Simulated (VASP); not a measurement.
Si3Mo, 8 atoms in the cell. The cell holds a slab with vacuum, 8 atoms: a = 3.217 Å, b = 3.217 Å, c = 24.213 Å, α = 90.00°, β = 90.00°, γ = 90.00°. 

```yaml
Program: VASP 6.6.1
Task: single point
Functional: PBE
Potentials_or_basis: VASP PAW PBE potentials, release 64 (Si, Mo_sv)
Cutoff: 520 eV
k_mesh: 11 × 11 × 1
Occupations: gaussian, width 0.1 eV
Spin: no spin polarisation
Dipole_correction: yes
Electric_field_eV/Å: -0.6 eV/Å
Further_INCAR_settings: ALGO = Normal; EDIFF = 1e-07; NBANDS = 36; EFIELD = -0.6
```

Potentials or basis: VASP PAW PBE potentials, release 64 (Si, Mo_sv).

Command:

```sh
$ cat potpaw_PBE.64/Si/POTCAR potpaw_PBE.64/Mo_sv/POTCAR > POTCAR
$ mpirun -np 1 vasp_std > vasp.out
```

Hardware: 1 thread of AMD EPYC 9R45 96-Core Processor (Zen 5), with other jobs on the host.

Problem. How long does it take, and how much memory?

Solution. Run time: 4.9 min on 1 thread of AMD EPYC 9R45 96-Core Processor (Zen 5), with other jobs on the host, peak memory 0.36 GiB. Counts: scf iterations 35, k points 21.
